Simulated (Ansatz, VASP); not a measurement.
Bi: VASP beside Ansatz

```
Bi
1.0
     0.00000    1.85393    1.85393
     1.85393    0.00000    1.85393
     1.85393    1.85393    0.00000
Bi
1
Direct
  0.00000 0.00000 0.00000
```

Change from the starting cell: volume scaled by 0.4, crystal datasets.

Alike in both runs: task single point; functional PBE; k mesh 14 × 14 × 14; occupations fermi-dirac, width 0.05 eV; no spin polarisation.

|  | VASP | Ansatz |
| --- | --- | --- |
| version | VASP 6.6.1 | Ansatz 0.2.0 |
| potentials or method | VASP PAW PBE potentials, release 64 (Bi_d), cutoff 520 eV | all-electron PAW with datasets made for the crystal, scalar-relativistic |

|  | VASP | Ansatz | Ansatz less VASP |
| --- | --- | --- | --- |
| pressure (GPa) | 400.4 | 400.2 | -0.22 |

Both programs put the cell under a high pressure, so it lies far from rest at this level. Ansatz ran all-electron here, and VASP with PAW potentials.

Neither program's run includes spin-orbit coupling. Noted on VASP's run: the cell as given lies far from equilibrium.
